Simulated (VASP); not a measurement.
Ga:

```
Ga
1.0
     1.38300   -4.02650    0.00000
     1.38300    4.02650    0.00000
    -0.11745    0.00000    3.32993
Ga
2
Direct
  0.86900 0.13100 0.25000
  0.13100 0.86900 0.75000
```

Base run:

| Quantity | Value |
| --- | --- |
| Program | VASP 6.6.1 |
| Functional | PBEsol |
| Potentials or basis | VASP PAW PBE potentials, release 64 (Ga_d) |
| Cutoff | 520 eV |
| k mesh | 14 × 14 × 11 |
| Occupations | fermi-dirac, width 0.05 eV |
| Spin | no spin polarisation |

Its results: band gap on the k mesh zero (band 13 reaches 9.49 eV, above the bottom of band 14 at 1.50 eV); pressure -1.8 GPa; largest force 0.182 eV/Å.

Q: The run is repeated on the same cell with these changes: functional from PBEsol to PBE. What comes out?

A: Band gap on the k mesh zero (band 13 reaches 9.65 eV, above the bottom of band 14 at 1.67 eV); pressure 1.9 GPa; largest force 0.189 eV/Å.

PBE binds less tightly than PBEsol, so the same cell stands under more pressure.

Caveats: the PAW data sets were made with another functional, which shifts forces and pressure a little (some runs).
